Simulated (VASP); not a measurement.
Input of a VASP 6.6.1 run:

File INCAR:

```
SYSTEM = Ir
ALGO     = Normal         ! electronic algorithm
EDIFF    = 1E-6           ! SCF threshold, eV
ENCUT    = 560            ! plane-wave cutoff, eV
GGA      = CA             ! functional
GGA_COMPAT= .FALSE.      
ISIF     = 2              ! what is computed and relaxed
ISMEAR   = 0              ! smearing method
LASPH    = .TRUE.         ! aspherical terms in the spheres
LCHARG   = .FALSE.        ! write CHGCAR
LREAL    = .FALSE.        ! projectors in reciprocal space
LWAVE    = .FALSE.        ! write WAVECAR
NBANDS   = 24             ! bands
NELM     = 120            ! most SCF steps
PREC     = Accurate       ! precision mode
SIGMA    = 0.15           ! smearing width, eV
```

The input KPOINTS:

```
k-points
0
G
  18 18 10
  0 0 0
```

Contents of POSCAR:

```
Ir
1.0
    2.6421000000      0.0000000000      0.0000000000
   -1.3210500000      2.2881257193      0.0000000000
    0.0000000000      0.0000000000      4.3862420605
Ir
2
Direct
    0.6666666667      0.3333333333      0.7500000000
    0.3333333333      0.6666666667      0.2500000000
```

Potentials or basis: VASP PAW LDA potentials, release 64 (Ir_sv_GW).

Command:

```console
$ cat potpaw_LDA.64/Ir_sv_GW/POTCAR > POTCAR
$ mpirun -np 1 vasp_std > vasp.out
```

Question: What does it give for the band gap on the k mesh?

Answer: Zero (bands 17 and 18 overlap by 3.89 eV).

Question: Estimate the pressure.

Answer: 21.3 GPa.

Stress tensor (GPa, compression positive):
```
25.13  0.00  0.00
 0.00 25.13  0.00
 0.00  0.00 13.59
```

Caveat: the stress differs along the axes, from 14 to 25 GPa; spin-orbit coupling is left out, which moves the levels of the heavy elements.
